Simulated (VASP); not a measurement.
**SnSe (CsCl type): single point with PBE**

Crystal: SnSe (CsCl type).

```xyz
2
Lattice="3.4167 0.0000 0.0000 0.0000 3.4167 0.0000 0.0000 0.0000 3.4167" Properties=species:S:1:pos:R:3 pbc="T T T"
Sn    0.0000    0.0000    0.0000
Se    1.7083    1.7083    1.7083
```

```yaml
Program: VASP 6.6.1
Task: single point
Functional: PBE
Potentials_or_basis: VASP PAW PBE potentials, release 64 (Sn_d, Se)
Cutoff: 520 eV
k_mesh: 14 × 14 × 14
Occupations: fermi-dirac, width 0.08 eV
Spin: no spin polarisation
Dipole_correction: no
Further_INCAR_settings: ALGO = Normal; EDIFF = 1e-07; NBANDS = 17
```

```
Pressure               : 17.7 GPa
Band gap on the k mesh : zero (bands 10 and 11 overlap by 2.66 eV)
```

Levels at points of the mesh, in eV from the Fermi level:
```tsv
k point	band 8	band 9	band 10	band 11	band 12	band 13
(0.00, 0.00, 0.00)	-2.75	-2.75	-2.75	3.68	3.68	7.60
(0.50, 0.00, 0.00)	-1.04	-1.04	0.01	1.12	3.19	3.19
(0.50, 0.50, 0.00)	-6.74	-6.58	-0.52	4.71	4.71	5.68
(0.50, 0.50, 0.50)	-4.23	-4.23	-4.09	-2.07	-2.07	-2.07
```

Wall time 31 s on 1 thread of AMD EPYC 9R45 96-Core Processor (Zen 5) (shared host), peak memory 0.19 GiB.

Caveat: the cell stands under pressure; spin-orbit coupling is left out, which moves the levels of the heavy elements.
